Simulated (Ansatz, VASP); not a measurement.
## Two plane-wave programs on MoS2

```
Mo S
1.0
     3.16235    0.00000    0.00000
    -1.58118    2.73868    0.00000
     0.00000    0.00000   34.24783
Mo S
4 8
Direct
  0.33333 0.66667 0.09356
  0.33333 0.66667 0.72090
  0.66667 0.33333 0.27910
  0.66667 0.33333 0.90644
  0.66667 0.33333 0.04855
  0.66667 0.33333 0.67591
  0.33333 0.66667 0.23409
  0.33333 0.66667 0.86143
  0.66667 0.33333 0.13857
  0.66667 0.33333 0.76591
  0.33333 0.66667 0.32409
  0.33333 0.66667 0.95145
```

Alike in both runs: task single point; functional PBEsol; k mesh 10 × 10 × 1; occupations fermi-dirac, width 0.05 eV; no spin polarisation.

|  | VASP | Ansatz |
| --- | --- | --- |
| version | VASP 6.6.1 | Ansatz 0.2.0 |
| potentials or method | VASP PAW PBE potentials, release 64 (Mo_sv, S) | Ansatz PAW |
| plane-wave cutoff (eV) | 520 | 420 |
| valence electrons in the cell | 104 | 104 |

VASP gave:

| Quantity | Value |
| --- | --- |
| gap on the k mesh at the Fermi level (eV) | 1.23 |
| least direct gap on the mesh (eV) | 1.93 |
| rms of the force components (eV/Å) | 0.098 |

Which values does Ansatz return?

gap on the k mesh at the Fermi level (eV): 1.21; least direct gap on the mesh (eV): 1.92; rms of the force components (eV/Å): 0.098.

VASP's potentials were made for PBE, not for PBEsol. Atom by atom the forces differ by 0.001 eV/Å (rms over components). The functional is the same, so the differences come from potentials, cutoffs and numerics.
